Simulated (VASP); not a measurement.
Here is a VASP 6.6.1 calculation.

Contents of POSCAR:

```
ZnF2
1.0
    4.9738055861      0.0000000000      0.0000000000
    0.0000000000      4.9738055861      0.0000000000
    0.0000000000      0.0000000000      3.3065785772
Zn F
2 4
Direct
    0.0000000000      0.0000000000      0.0000000000
    0.5000000000      0.5000000000      0.5000000000
    0.3121241361      0.3121241361      0.0000000000
    0.1878758639      0.8121241361      0.5000000000
    0.6878758639      0.6878758639      0.0000000000
    0.8121241361      0.1878758639      0.5000000000
```

The input INCAR.step1:

```
ALGO     = Normal         # electronic algorithm
EDIFF    = 1E-5           # SCF threshold, eV
ENCUT    = 660            # plane-wave cutoff, eV
GGA      = PE             # functional
GGA_COMPAT= False        
ISMEAR   = 0              # smearing method
LASPH    = True           # aspherical terms in the spheres
LCHARG   = False          # write CHGCAR
LREAL    = False          # projectors in reciprocal space
LWAVE    = True           # write WAVECAR
NBANDS   = 35             # bands
NELM     = 120            # most SCF steps
PREC     = Accurate       # precision mode
SIGMA    = 0.01           # smearing width, eV
```

Contents of INCAR.step2:

```
ALGO     = Normal         # electronic algorithm
EDIFF    = 1E-6           # SCF threshold, eV
ENCUT    = 660            # plane-wave cutoff, eV
GGA_COMPAT= False        
ISIF     = 2              # what is computed and relaxed
ISMEAR   = 0              # smearing method
ISTART   = 1            
LASPH    = True           # aspherical terms in the spheres
LCHARG   = False          # write CHGCAR
LMIXTAU  = True         
LREAL    = False          # projectors in reciprocal space
LWAVE    = False          # write WAVECAR
METAGGA  = R2SCAN         # meta-GGA
NBANDS   = 35             # bands
NELM     = 120            # most SCF steps
PREC     = Accurate       # precision mode
SIGMA    = 0.01           # smearing width, eV
```

File KPOINTS:

```
k-points
0
Gamma
  6 6 8
```

Potentials or basis: VASP PAW PBE potentials, release 64 (Zn, F).

Command:

```bash
$ cat potpaw_PBE.64/Zn/POTCAR potpaw_PBE.64/F/POTCAR > POTCAR
$ cp INCAR.step1 INCAR
$ mpirun -np 1 vasp_std > vasp.out
$ cp INCAR.step2 INCAR
$ mpirun -np 1 vasp_std > vasp.out
```

(1) What does it give for the band gap on the k mesh?

(2) Predict the pressure.

(3) What does it give for the largest force?

## Answers

(1) 3.97 eV (least direct gap 4.08 eV).

(2) -13.0 GPa.

(3) 0.026 eV/Å.

Caveat: the cell differs from its parent crystal (strain +5.8%); the cell stands under tension; the PAW data sets were made with another functional, which shifts forces and pressure a little.
